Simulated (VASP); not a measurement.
A run of VASP 6.6.1 is set up as follows.

Contents of INCAR:

```
SYSTEM = MgGe2
ALGO = Normal
EDIFF = 1E-7
ENCUT = 520
GGA = PE
ISIF = 2
ISMEAR = -1
LASPH = .True.
LCHARG = .False.
LREAL = .False.
LWAVE = .False.
NBANDS = 39
NELM = 80
PREC = Accurate
SIGMA = 0.05
```

File KPOINTS:

```
k-points
0
Gamma
  8 8 5
  0 0 0
```

POSCAR

```
MgGe2
1.0
    5.5214850000     -1.8498460000      0.0000000000
    5.5214850000      1.8498460000      0.0000000000
   -3.2176250000      0.0000000000      6.0077740000
Ge Mg
4 2
Direct
    0.5292340000      0.5292340000      0.2936210000
    0.4707660000      0.4707660000      0.7063790000
    0.8803900000      0.8803900000      0.9854400000
    0.1196100000      0.1196100000      0.0145600000
    0.8152860000      0.8152860000      0.3492530000
    0.1847140000      0.1847140000      0.6507470000
```

Potentials or basis: VASP PAW PBE potentials, release 64 (Ge_d, Mg).

Command:

```sh
$ cat potpaw_PBE.64/Ge_d/POTCAR potpaw_PBE.64/Mg/POTCAR > POTCAR
$ mpirun -np 1 vasp_std > vasp.out
```

Estimate the band gap on the k mesh.

zero (bands 30 and 31 overlap by 1.85 eV).

What does it give for the largest force?

0.125 eV/Å.

What does it give for the pressure?

-0.4 GPa.

Forces in eV/Å, atoms in the order of the input:
```
Ge  -0.117  0.000  0.044
Ge   0.117  0.000 -0.044
Ge  -0.024  0.000  0.014
Ge   0.024  0.000 -0.014
Mg  -0.019  0.000  0.002
Mg   0.019  0.000 -0.002
```
